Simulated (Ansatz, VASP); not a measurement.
One calculation of SnSe2, two programs

INCAR

```
SYSTEM = SnSe2
PREC = Accurate
ENCUT = 500
EDIFF = 1E-6
ISMEAR = 0
SIGMA = 0.03
LREAL = .FALSE.
LASPH = .TRUE.
NELM = 120
ALGO = Normal
ISIF = 2
LWAVE = .FALSE.
LCHARG = .FALSE.
GGA = PE
IVDW = 12
NBANDS = 20
GGA_COMPAT = .FALSE.
```

Contents of KPOINTS:

```
Automatic mesh
0
G
  12 12 6
  0 0 0
```

The input POSCAR:

```
SnSe2
1.0
    3.4796723799      0.0000000000      0.0000000000
   -1.7398361900      3.0134846778      0.0000000000
    0.0000000000      0.0000000000      6.1482331280
Sn Se
1 2
Direct
    0.0000000000      0.0000000000      0.0000000000
    0.3333333333      0.6666666667      0.2651331237
    0.6666666667      0.3333333333      0.7348668763
```

Input for Ansatz:

```yaml
crystal:
  lattice:
    - [3.4796723799, 0.0, 0.0]
    - [-1.73983619, 3.0134846778, 0.0]
    - [0.0, 0.0, 6.148233128]
  atoms:
    - { symbol: Sn, position: [0.0, 0.0, 0.0] }
    - { symbol: Se, position: [0.3333333333, 0.6666666667, 0.2651331237] }
    - { symbol: Se, position: [0.6666666667, 0.3333333333, 0.7348668763] }
basis:
  ecutwfc: 420
kpoints:
  mp_grid: { grid: [12, 12, 6] }
hamiltonian:
  xc: pbe
  dispersion: d3bj
scf:
  occupations: { method: gaussian, width: 0.03 }
output:
  forces: true
  stress: true
  eigenvalues: true
```

Alike in both runs: task single point; functional PBE; dispersion D3(BJ); k mesh 12 × 12 × 6; occupations gaussian, width 0.03 eV; no spin polarisation.

|  | VASP | Ansatz |
| --- | --- | --- |
| version | VASP 6.6.1 | Ansatz 0.2.0 |
| potentials or method | VASP PAW PBE potentials, release 64 (Sn_d, Se), cutoff 500 eV | scalar-relativistic, plane waves, PAW |
| valence electrons in the cell | 26 | 46 |

|  | VASP | Ansatz | Ansatz less VASP |
| --- | --- | --- | --- |
| gap on the k mesh at the Fermi level (eV) | 0.11 | 0.11 | +0.003 |
| least direct gap on the mesh (eV) | 1.12 | 1.12 | +0.004 |
| pressure (GPa) | 17.6 | 17.4 | -0.17 |
| traceless stress, the component that is largest in VASP (GPa) | -7.62 | -7.67 | -0.049 |
| rms of the force components (eV/Å) | 0.483 | 0.470 | -0.0134 |

Atom by atom the forces differ by 0.013 eV/Å (rms over components). VASP's potentials hold 26 valence electrons a cell and Ansatz's 46, so a difference there can come from the potentials and not from the codes.
